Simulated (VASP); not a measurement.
# ScW3 (Pm-3m) in VASP: further runs

ScW3 is run at these levels: PBE; tasks: single point, relaxation of cell and atoms.

Everything below comes from runs of VASP 6.6.1. Logs are shortened: lines on timing, memory, paths and dates and some standing lists are left out, and cuts for length are marked.

### Step 1. The cell of the first run

It takes space group Pm-3m (No. 221, cubic). The conventional cell has a = 4.111 Å, b = 4.111 Å, c = 4.111 Å, α = 90.00°, β = 90.00°, γ = 90.00°. Within 3.8 Å of Sc (site symmetry m-3m) lie 12 W at 2.91 Å. W (site symmetry 4/mmm) has 4 Sc at 2.91 Å and 8 W at 2.91 Å within 3.8 Å.

### Step 2. Single point, PBE

The input, INCAR:

```
ALGO     = Fast           # electronic algorithm
EDIFF    = 1E-6           # SCF threshold, eV
ENCUT    = 520            # plane-wave cutoff, eV
GGA      = PE             # functional
ISIF     = 2              # what is computed and relaxed
ISMEAR   = 0              # smearing method
LASPH    = T              # aspherical terms in the spheres
LCHARG   = T              # write CHGCAR
LELF     = T              # ELF
LREAL    = F              # projectors in reciprocal space
LVHAR    = T            
LWAVE    = F              # write WAVECAR
NBANDS   = 34             # bands
NELM     = 80             # most SCF steps
PREC     = Accurate       # precision mode
SIGMA    = 0.1            # smearing width, eV
```

The input, KPOINTS:

```
k-points
0
Gamma
  12 12 12
```

The input, POSCAR:

```
ScW3
1.0
    4.1114664767      0.0000000000      0.0000000000
    0.0000000000      4.1114664767      0.0000000000
    0.0000000000      0.0000000000      4.1114664767
Sc W
1 3
Direct
    0.0000000000      0.0000000000      0.0000000000
    0.0000000000      0.5000000000      0.5000000000
    0.5000000000      0.5000000000      0.0000000000
    0.5000000000      0.0000000000      0.5000000000
```

Potentials or basis: VASP PAW PBE potentials, release 64 (Sc_sv, W_sv).

Started as:

```
$ cat potpaw_PBE.64/Sc_sv/POTCAR potpaw_PBE.64/W_sv/POTCAR > POTCAR
$ mpirun -np 1 vasp_std > vasp.out
```

OUTCAR:

```text
EDIFF = 1E-6
   ENCUT = 520
   GGA = PE
   ISIF = 2
   ISMEAR = 0
   LASPH = T
   LREAL = F
   NELM = 80
   PREC = Accurate

 ion  position               nearest neighbor table
   1  0.000  0.000  0.000-   2 2.91   3 2.91   4 2.91   2 2.91   4 2.91   2 2.91   3 2.91   2 2.91
                             3 2.91   4 2.91   4 2.91   3 2.91
   2  0.000  0.500  0.500-   1 2.91   3 2.91   4 2.91   1 2.91   3 2.91   1 2.91   4 2.91   1 2.91
                             3 2.91   4 2.91   3 2.91   4 2.91
   3  0.500  0.500  0.000-   1 2.91   2 2.91   4 2.91   2 2.91   4 2.91   1 2.91   4 2.91   4 2.91
                             1 2.91   2 2.91   2 2.91   1 2.91
   4  0.500  0.000  0.500-   1 2.91   2 2.91   3 2.91   1 2.91   3 2.91   2 2.91   3 2.91   3 2.91
                             1 2.91   2 2.91   1 2.91   2 2.91

  LATTYP: Found a simple cubic cell.
 ALAT       =     4.1114664767

  Lattice vectors:

 A1 = (   4.1114664767,   0.0000000000,   0.0000000000)
 A2 = (   0.0000000000,   4.1114664767,   0.0000000000)
 A3 = (   0.0000000000,   0.0000000000,   4.1114664767)

Analysis of symmetry for initial positions (statically):
=====================================================================
 Subroutine PRICEL returns:
 Original cell was already a primitive cell.

 Routine SETGRP: Setting up the symmetry group for a
 simple cubic supercell.

 Subroutine GETGRP returns: Found 48 space group operations
 (whereof 48 operations were pure point group operations)
 out of a pool of 48 trial point group operations.

The static configuration has the point symmetry O_h .

Analysis of symmetry for dynamics (positions and initial velocities):
=====================================================================
 Subroutine PRICEL returns:
 Original cell was already a primitive cell.

 Routine SETGRP: Setting up the symmetry group for a
 simple cubic supercell.

 Subroutine GETGRP returns: Found 48 space group operations
 (whereof 48 operations were pure point group operations)
 out of a pool of 48 trial point group operations.

The dynamic configuration has the point symmetry O_h .

 Subroutine INISYM returns: Found 48 space group operations
 (whereof 48 operations are pure point group operations),
 and found     1 'primitive' translations

----------------------------------------------------------------------------------------

[... 95 lines left out ...]
   NELM   =     80;   NELMIN=  2; NELMDL= -5     # of ELM steps
   EDIFF  = 0.1E-05   stopping-criterion for ELM
   LREAL  =      F    real-space projection
   EDIFFG = 0.1E-04   stopping-criterion for IOM
   NSW    =      0    number of steps for IOM
   IBRION =     -1    ionic relax: 0-MD 1-quasi-New 2-CG
   NFREE  =      0    steps in history (QN), initial steepest desc. (CG)
   ISIF   =      2    stress and relaxation
   ISYM   =      2    0-nonsym 1-usesym 2-fastsym
   POTIM  = 0.5000    time-step for ionic-motion
   TEBEG  =    0.0;   TEEND  =   0.0 temperature during run
   PSTRESS=    0.0 pullay stress
   NELECT =      53.0000    total number of electrons
   NUPDOWN=      -1.0000    fix difference up-down
   EMIN   =  10.00;   EMAX   =-10.00  energy-range for DOS
   EFERMI =   0.00;   METHOD = LEGACY
   ISMEAR =     0;   SIGMA  =   0.10  broadening in eV -4-tet -1-fermi 0-gaus
   EFERMI_NEDOS =   21; number of points for ismear=-14 and -15
   IALGO  =     68    algorithm
   IMIX   =      4    mixing-type and parameters
     AMIX     =   0.40;   BMIX     =  1.00
     AMIX_MAG =   1.60;   BMIX_MAG =  1.00
  volume/ion in A,a.u.               =      17.38       117.25
  Fermi-wavevector in a.u.,A,eV,Ry     =   1.495673  2.826412 30.436753  2.237038
  Thomas-Fermi vector in A             =   2.607788
   LORBIT       =      0    0 simple, 1 ext, 2 COOP (PROOUT), +10 PAW based schemes
   GGA     = PE    functional components
   LHFCALC =     F    Hartree Fock is set to
   AEXX    =    0.0000 exact exchange contribution
   IVDW    =     0    specifies the selected vdW correction
   LEPSILON=     F    determine dielectric tensor
   LRPA    =     F    only Hartree local field effects (RPA)
 non-spin polarized calculation
 RMM-DIIS sequential band-by-band and
 Gauss-broadening in eV      SIGMA  =   0.10
  energy-cutoff  :      520.00
  volume of cell :       69.50
 maximum number of plane-waves:      1890
 NGX is ok and might be reduce to    32
   NGX = 15   NGY = 15   NGZ = 15

 number of electron      53.0000006 magnetization

 Free energy of the ion-electron system (eV)
  ---------------------------------------------------
  ext. energy  EPLUGINS =         0.00000000
  ---------------------------------------------------
  free energy    TOTEN  =       -42.83011098 eV

  energy without entropy =      -42.80830433  energy(sigma->0) =      -42.81920765

 E-fermi :   8.8413     XC(G=0): -12.6929

 val. band max:        8.8363702463   @ k =   0.3333   0.2500   0.0833
 cond. band min:       8.8479136877   @ k =   0.5000   0.4167   0.4167
 fundamental gap:      0.0115434415
 Fermi energy:         8.8412948319

 k-point     1 :       0.0000    0.0000    0.0000
  band No.  band energies     occupation
      1     -65.0082      2.00000
      2     -64.9264      2.00000
      3     -64.9264      2.00000
      4     -39.5296      2.00000
      5     -29.4833      2.00000
      6     -29.4833      2.00000
[... 877 lines left out ...]
     33      11.4261      0.00000
     34      12.1084      0.00000

 [... further k-points ...]

------------------------ aborting loop because EDIFF is reached ----------------------------------------

  FORCE on cell =-STRESS in cart. coord.  units (eV):
  Direction    XX          YY          ZZ          XY          YZ          ZX
  --------------------------------------------------------------------------------------
  -------------------------------------------------------------------------------------
  Total        0.1349671      0.1349671      0.1349671      0.0000000      0.0000000     -0.0000000
  in kB        3.1113463      3.1113463      3.1113463      0.0000000      0.0000000     -0.0000000
  external PRESSURE =       3.1113463 kB  Pullay stress =       0.0000000 kB

 VOLUME and BASIS-vectors are now :
 -----------------------------------------------------------------------------
  energy-cutoff  :      520.00
  volume of cell :       69.50
      direct lattice vectors                 reciprocal lattice vectors
     4.111466477  0.000000000  0.000000000     0.243222219  0.000000000  0.000000000
     0.000000000  4.111466477  0.000000000     0.000000000  0.243222219  0.000000000
     0.000000000  0.000000000  4.111466477     0.000000000  0.000000000  0.243222219

 POSITION                                       TOTAL-FORCE (eV/Angst)
 -----------------------------------------------------------------------------------
      0.00000      0.00000      0.00000         0.000000      0.000000      0.000000
      0.00000      2.05573      2.05573         0.000000      0.000000      0.000000
      2.05573      2.05573      0.00000         0.000000      0.000000      0.000000
      2.05573      0.00000      2.05573         0.000000      0.000000      0.000000
 -----------------------------------------------------------------------------------
    total drift:                                0.000000     -0.000000     -0.000000

  FREE ENERGIE OF THE ION-ELECTRON SYSTEM (eV)
  ---------------------------------------------------
  free  energy   TOTEN  =       -42.8301109797 eV

  energy  without entropy=      -42.8083043255  energy(sigma->0) =      -42.81920765
```

OSZICAR:

```text
N       E                     dE             d eps       ncg     rms          rms(c)
DAV:   1     0.676572759240E+03    0.67657E+03   -0.28962E+04  5720   0.178E+03
DAV:   2    -0.401389583028E+01   -0.68059E+03   -0.67130E+03  5728   0.611E+02
DAV:   3    -0.430935160412E+02   -0.39080E+02   -0.37149E+02  7668   0.136E+02
DAV:   4    -0.452394270111E+02   -0.21459E+01   -0.20958E+01  8952   0.349E+01
DAV:   5    -0.452736870597E+02   -0.34260E-01   -0.33993E-01  7312   0.335E+00    0.297E+01
RMM:   6    -0.432607365874E+02    0.20130E+01   -0.29340E+00  6977   0.131E+01    0.115E+01
RMM:   7    -0.428284677199E+02    0.43227E+00   -0.25872E+00  7831   0.112E+01    0.161E+00
RMM:   8    -0.428273080050E+02    0.11597E-02   -0.17831E-01  8917   0.303E+00    0.485E-01
RMM:   9    -0.428292238852E+02   -0.19159E-02   -0.37724E-02  9086   0.102E+00    0.149E-01
RMM:  10    -0.428298481625E+02   -0.62428E-03   -0.79020E-03  9307   0.490E-01    0.102E-01
RMM:  11    -0.428300289155E+02   -0.18075E-03   -0.26673E-03  9222   0.209E-01    0.652E-02
RMM:  12    -0.428300576564E+02   -0.28741E-04   -0.70130E-04  8806   0.124E-01    0.128E-02
RMM:  13    -0.428300950917E+02   -0.37435E-04   -0.37013E-04  8607   0.677E-02    0.124E-02
RMM:  14    -0.428301015962E+02   -0.65044E-05   -0.10614E-04  7395   0.437E-02    0.366E-03
RMM:  15    -0.428301085300E+02   -0.69338E-05   -0.68747E-05  6411   0.275E-02    0.512E-03
RMM:  16    -0.428301094210E+02   -0.89104E-06   -0.17956E-05  5969   0.193E-02    0.103E-03
RMM:  17    -0.428301105376E+02   -0.11166E-05   -0.13003E-05  5585   0.137E-02    0.884E-04
RMM:  18    -0.428301109797E+02   -0.44210E-06   -0.35051E-06  5279   0.985E-03
   1 F= -.42830111E+02 E0= -.42819208E+02  d E =-.218067E-01
```

stdout:

```text
POSCAR found type information on POSCAR ScW
 POSCAR found :  2 types and       4 ions
 scaLAPACK will be used
 LDA part: xc-table for (Slater+PW92), standard interpolation
 POSCAR, INCAR and KPOINTS ok, starting setup
 FFT: planning ... GRIDC
 FFT: planning ... GRID_SOFT
 FFT: planning ... GRID
 WAVECAR not read
 entering main loop
```

Wall time 7.2 min (1 thread of Oxide Virtual Turin-like, shared host); peak memory 0.26 GiB.

Results:

| Property | Result |
| --- | --- |
| Free energy | -42.8301 eV |
| Pressure | 0.3 GPa |

Caveat: spin-orbit coupling is left out, which moves the levels of the heavy elements.

### Step 3. Relaxation of cell and atoms, PBE

The input, INCAR:

```
SYSTEM = ScW3
PREC     = Accurate       ! precision mode
ENCUT    = 600            ! plane-wave cutoff, eV
EDIFF    = 1E-6           ! SCF threshold, eV
ISMEAR   = 0              ! smearing method
SIGMA    = 0.1            ! smearing width, eV
LREAL    = .False.        ! projectors in reciprocal space
LASPH    = .True.         ! aspherical terms in the spheres
NELM     = 60             ! most SCF steps
ALGO     = Fast           ! electronic algorithm
ISIF     = 3              ! what is computed and relaxed
LWAVE    = .False.        ! write WAVECAR
LCHARG   = .False.        ! write CHGCAR
GGA      = PE             ! functional
IBRION   = 2              ! ionic algorithm
NSW      = 100            ! ionic steps
EDIFFG   = -0.01          ! ionic threshold
```

The input, KPOINTS:

```
regular mesh
0
Gamma
  12 12 12
  0 0 0
```

The input, POSCAR:

```
ScW3
1.0
    4.1089523919      0.0000000000      0.0000000000
    0.0000000000      4.1089523919      0.0000000000
    0.0000000000      0.0000000000      4.1089523919
Sc W
1 3
Direct
    0.0000000000      0.0000000000      0.0000000000
    0.0000000000      0.5000000000      0.5000000000
    0.5000000000      0.5000000000      0.0000000000
    0.5000000000      0.0000000000      0.5000000000
```

Potentials or basis: VASP PAW PBE potentials, release 64 (Sc_sv, W_sv).

Started as:

```
$ cat potpaw_PBE.64/Sc_sv/POTCAR potpaw_PBE.64/W_sv/POTCAR > POTCAR
$ mpirun -np 1 vasp_std > vasp.out
```

OUTCAR:

```text
SYSTEM = ScW3
   PREC = Accurate
   ENCUT = 600
   EDIFF = 1E-6
   ISMEAR = 0
   LREAL = .False.
   LASPH = .True.
   NELM = 60
   ISIF = 3
   GGA = PE
   IBRION = 2
   NSW = 100
   EDIFFG = -0.01

 ion  position               nearest neighbor table
   1  0.000  0.000  0.000-   2 2.91   3 2.91   4 2.91   2 2.91   4 2.91   2 2.91   3 2.91   2 2.91
                             3 2.91   4 2.91   4 2.91   3 2.91
   2  0.000  0.500  0.500-   1 2.91   3 2.91   4 2.91   1 2.91   3 2.91   1 2.91   4 2.91   1 2.91
                             3 2.91   4 2.91   3 2.91   4 2.91
   3  0.500  0.500  0.000-   1 2.91   2 2.91   4 2.91   2 2.91   4 2.91   1 2.91   4 2.91   4 2.91
                             1 2.91   2 2.91   2 2.91   1 2.91
   4  0.500  0.000  0.500-   1 2.91   2 2.91   3 2.91   1 2.91   3 2.91   2 2.91   3 2.91   3 2.91
                             1 2.91   2 2.91   1 2.91   2 2.91

  LATTYP: Found a simple cubic cell.
 ALAT       =     4.1089523919

  Lattice vectors:

 A1 = (   4.1089523919,   0.0000000000,   0.0000000000)
 A2 = (   0.0000000000,   4.1089523919,   0.0000000000)
 A3 = (   0.0000000000,   0.0000000000,   4.1089523919)

Analysis of symmetry for initial positions (statically):
=====================================================================
 Subroutine PRICEL returns:
 Original cell was already a primitive cell.

 Routine SETGRP: Setting up the symmetry group for a
 simple cubic supercell.

 Subroutine GETGRP returns: Found 48 space group operations
 (whereof 48 operations were pure point group operations)
 out of a pool of 48 trial point group operations.

The static configuration has the point symmetry O_h .

Analysis of symmetry for dynamics (positions and initial velocities):
=====================================================================
 Subroutine PRICEL returns:
 Original cell was already a primitive cell.

 Routine SETGRP: Setting up the symmetry group for a
 simple cubic supercell.

 Subroutine GETGRP returns: Found 48 space group operations
 (whereof 48 operations were pure point group operations)
 out of a pool of 48 trial point group operations.
[... 136 lines left out ...]
 conjugate gradient relaxation of ions
 non-spin polarized calculation
 RMM-DIIS sequential band-by-band and
 Gauss-broadening in eV      SIGMA  =   0.10
  energy-cutoff  :      600.00
  volume of cell :       69.37
 maximum number of plane-waves:      2360
 NGX is ok and might be reduce to    36
   NGX = 17   NGY = 17   NGZ = 17

--------------------------------------- Ionic step        1  -------------------------------------------

 number of electron      52.9999996 magnetization

 Free energy of the ion-electron system (eV)
  ---------------------------------------------------
  ext. energy  EPLUGINS =         0.00000000
  ---------------------------------------------------
  free energy    TOTEN  =       -42.83019364 eV

  energy without entropy =      -42.80842441  energy(sigma->0) =      -42.81930902

------------------------ aborting loop because EDIFF is reached ----------------------------------------

  FORCE on cell =-STRESS in cart. coord.  units (eV):
  Direction    XX          YY          ZZ          XY          YZ          ZX
  --------------------------------------------------------------------------------------
  -------------------------------------------------------------------------------------
  Total        0.3185412      0.3185412      0.3185412      0.0000000      0.0000000     -0.0000000
  in kB        7.3566980      7.3566980      7.3566980      0.0000000      0.0000000     -0.0000000
  external PRESSURE =       7.3566980 kB  Pullay stress =       0.0000000 kB
[... 63 lines left out ...]
--------------------------------------- Ionic step        3  -------------------------------------------

 number of electron      52.9999996 magnetization

 Free energy of the ion-electron system (eV)
  ---------------------------------------------------
  ext. energy  EPLUGINS =         0.00000000
  ---------------------------------------------------
  free energy    TOTEN  =       -42.83076580 eV

  energy without entropy =      -42.80892123  energy(sigma->0) =      -42.81984351

 E-fermi :   8.8210     XC(G=0): -12.6836

 val. band max:        8.8153854189   @ k =   0.3333   0.2500   0.0833
 cond. band min:       8.8283805167   @ k =   0.5000   0.4167   0.4167
 fundamental gap:      0.0129950978
 Fermi energy:         8.8209543678

 k-point     1 :       0.0000    0.0000    0.0000
  band No.  band energies     occupation
      1     -65.0322      2.00000
      2     -64.9510      2.00000
      3     -64.9510      2.00000
      4     -39.5557      2.00000
      5     -29.5044      2.00000
      6     -29.5044      2.00000
[... 805 lines left out ...]
     30      10.1498      0.00000
     31      10.4090      0.00000

 [... further k-points ...]

------------------------ aborting loop because EDIFF is reached ----------------------------------------

  FORCE on cell =-STRESS in cart. coord.  units (eV):
  Direction    XX          YY          ZZ          XY          YZ          ZX
  --------------------------------------------------------------------------------------
  -------------------------------------------------------------------------------------
  Total        0.0062337      0.0062337      0.0062337      0.0000000      0.0000000     -0.0000000
  in kB        0.1434548      0.1434548      0.1434548      0.0000000      0.0000000     -0.0000000
  external PRESSURE =       0.1434548 kB  Pullay stress =       0.0000000 kB
[... 19 lines left out ...]
  FREE ENERGIE OF THE ION-ELECTRON SYSTEM (eV)
  ---------------------------------------------------
  free  energy   TOTEN  =       -42.8307658007 eV

  energy  without entropy=      -42.8089212280  energy(sigma->0) =      -42.81984351

 reached required accuracy - stopping structural energy minimisation
```

OSZICAR:

```text
N       E                     dE             d eps       ncg     rms          rms(c)
DAV:   1     0.746282592111E+03    0.74628E+03   -0.31890E+04  5208   0.216E+03
DAV:   2     0.792901541703E+01   -0.73835E+03   -0.73268E+03  5216   0.706E+02
DAV:   3    -0.418334177465E+02   -0.49762E+02   -0.48467E+02  7316   0.161E+02
[... 61 lines left out ...]
RMM:   6    -0.428307582254E+02   -0.41294E-04   -0.42777E-04  7398   0.201E-01    0.291E-02
RMM:   7    -0.428307625363E+02   -0.43108E-05   -0.10252E-04  6631   0.744E-02    0.145E-02
RMM:   8    -0.428307644967E+02   -0.19605E-05   -0.36380E-05  6116   0.568E-02    0.822E-03
RMM:   9    -0.428307651861E+02   -0.68936E-06   -0.13199E-05  4699   0.349E-02    0.118E-03
RMM:  10    -0.428307658007E+02   -0.61462E-06   -0.65580E-06  3810   0.209E-02
   3 F= -.42830766E+02 E0= -.42819844E+02  d E =-.572158E-03
```

CONTCAR:

```text
ScW3
   1.00000000000000
     4.1138469704842366    0.0000000000000000   -0.0000000000000000
     0.0000000000000000    4.1138469704842366    0.0000000000000000
    -0.0000000000000000    0.0000000000000000    4.1138469704842366
  Sc              W
     1     3
Direct
     0.0000000000000000    0.0000000000000000    0.0000000000000000
     0.0000000000000000    0.5000000000000000    0.5000000000000000
     0.5000000000000000    0.5000000000000000    0.0000000000000000
     0.5000000000000000    0.0000000000000000    0.5000000000000000

  0.00000000E+00  0.00000000E+00  0.00000000E+00
  0.00000000E+00  0.00000000E+00  0.00000000E+00
  0.00000000E+00  0.00000000E+00  0.00000000E+00
  0.00000000E+00  0.00000000E+00  0.00000000E+00
```

Run time: 31 min. Hardware: 1 thread of Oxide Virtual Turin-like, shared host; peak memory 0.32 GiB.

What came out:

```yaml
Free_energy: -42.8308 eV
Relaxed_volume: 17.41 Å³/atom
Relaxed_cell: a = 4.114 Å, b = 4.114 Å, c = 4.114 Å, α = 90.00°, β = 90.00°, γ = 90.00°
Space_group_after_relaxing_to_0.05_Å: Pm-3m (No. 221)
Energy_gained_by_relaxing: 0.1 meV/atom
Ionic_steps: 3
Pressure_after_relaxing: 0.0 GPa
```

The path:
```
step  energy change (eV)  largest force (eV/Å)  pressure (GPa)  volume (Å³)
   1              0.0000                0.0000            0.74        69.37
   2              0.0022                0.0000           -1.60        70.18
   3             -0.0006                0.0000            0.01        69.62
```

Final structure:
```
Sc W
1.0
     4.11385    0.00000    0.00000
     0.00000    4.11385    0.00000
     0.00000    0.00000    4.11385
Sc W
1 3
Direct
  0.00000 0.00000 0.00000
  0.00000 0.50000 0.50000
  0.50000 0.50000 0.00000
  0.50000 0.00000 0.50000
```

Caveat: spin-orbit coupling is left out, which moves the levels of the heavy elements.
